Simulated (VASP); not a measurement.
## Be24NO: single point with PBE

Be24NO, a slab with vacuum:

```xyz
26
Lattice="4.5254 0.0000 0.0000 0.0000 7.1336 0.0000 0.0000 0.0000 22.3686" Properties=species:S:1:pos:R:3 pbc="T T T"
Be    0.0000    2.6751    4.0000
Be    0.0000    6.2419    4.0000
Be    2.2627    2.6751    4.0000
Be    2.2627    6.2419    4.0000
Be    1.1314    0.8917    4.6532
Be    1.1314    4.4585    4.6532
Be    3.3941    0.8917    4.6532
Be    3.3941    4.4585    4.6532
Be    1.1314    2.6751    5.9596
Be    1.1314    6.2419    5.9596
Be    3.3941    2.6751    5.9596
Be    3.3941    6.2419    5.9596
Be    0.0000    0.8917    6.4937
Be    0.0000    4.4585    6.4937
Be    2.2627    0.8917    6.4937
Be    2.2627    4.4585    6.4937
Be    0.0000    2.6751    7.9337
Be    0.0000    6.2419    7.9337
Be    2.2627    2.6751    7.9337
Be    2.2627    6.2419    7.9337
Be    1.1314    0.8917    8.3686
Be    1.1314    4.4585    8.3686
Be    3.3941    0.8917    8.3686
Be    3.3941    4.4585    8.3686
N     3.3941    3.2696   10.2986
O     3.5577    3.5275   11.4383
```

- Program: VASP 6.6.1
- Task: single point
- Functional: PBE
- Potentials or basis: VASP PAW PBE potentials, release 64 (Be, N, O)
- Cutoff: 520 eV
- k mesh: 6 × 4 × 1
- Occupations: gaussian, width 0.1 eV
- Spin: collinear spin, ferromagnetic start
- Starting moments: [0.0, 0.0, 0.0, 0.0, 0.0, 0.0, 0.0, 0.0, 0.0, 0.0, 0.0, 0.0, 0.0, 0.0, 0.0, 0.0, 0.0, 0.0, 0.0, 0.0, 0.0, 0.0, 0.0, 0.0, 1.0, 0.0] μB
- Dipole correction: yes
- Further INCAR settings: ALGO = Normal; EDIFF = 1e-06; NBANDS = 52; NELMDL = -8

```yaml
Largest_force: 0.777 eV/Å
Net_moment: 0.63 μB per cell
Site_moments: Be -0.01, +0.00, -0.00, +0.01, -0.02, +0.02; N +0.27; O +0.22 μB
Valence_electrons_inside_the_program's_atomic_spheres: Be 1.02, 1.01, 1.16, 1.18, 1.17, 1.21, 1.14, 1.07, 1.08, 1.09; N 3.65; O 5.05
```

Forces on the atoms (eV/Å):
```
Be   0.053 -0.019  0.565
Be  -0.034  0.004  0.539
Be  -0.051 -0.024  0.553
Be   0.037 -0.002  0.566
Be   0.003  0.041 -0.745
Be  -0.001  0.002 -0.724
Be  -0.003 -0.003 -0.777
Be   0.003 -0.011 -0.640
Be  -0.007 -0.022  0.170
Be   0.022  0.002  0.135
Be  -0.008 -0.034  0.129
Be  -0.010 -0.001  0.172
Be   0.010 -0.014  0.021
Be   0.031  0.012  0.074
Be  -0.005 -0.021 -0.015
Be   0.004  0.005  0.085
Be   0.167 -0.163 -0.206
Be  -0.023  0.066 -0.083
Be  -0.193 -0.212 -0.360
Be   0.008  0.078 -0.060
Be   0.023  0.047  0.046
Be   0.001 -0.007 -0.051
Be  -0.005  0.035  0.019
Be   0.024 -0.048  0.605
N   -0.147  0.163  0.094
O    0.103  0.127 -0.113
```

Levels at points of the mesh, in eV from the Fermi level:
Spin up:
| k point | band 28 | band 29 | band 30 | band 31 | band 32 | band 33 |
| --- | --- | --- | --- | --- | --- | --- |
| (0.00, 0.00, 0.00) | -0.72 | -0.18 | -0.10 | 0.01 | 0.58 | 0.90 |
| (0.50, 0.00, 0.00) | -0.32 | 0.27 | 0.81 | 0.83 | 1.44 | 1.47 |
| (0.00, 0.50, 0.00) | -0.91 | -0.86 | -0.55 | 0.06 | 0.15 | 0.47 |
| (0.50, 0.50, 0.00) | -0.47 | -0.10 | 0.08 | 0.39 | 0.51 | 0.52 |
Spin down:
```csv
k point,band 27,band 28,band 29,band 30,band 31,band 32
"(0.00, 0.00, 0.00)",-0.95,-0.38,-0.14,-0.01,0.12,0.88
"(0.50, 0.00, 0.00)",-0.62,0.34,0.64,0.83,0.86,1.39
"(0.00, 0.50, 0.00)",-0.99,-0.90,-0.87,-0.12,0.07,0.66
"(0.50, 0.50, 0.00)",-0.55,-0.49,0.11,0.27,0.44,0.49
```

Wall time 14 min on 4 MPI ranks on Intel(R) Xeon(R) 6975P-C (Granite Rapids), on a shared host, peak memory 1.4 GiB a rank.

Caveat: the standard files for N, O and F lose accuracy on very short bonds.
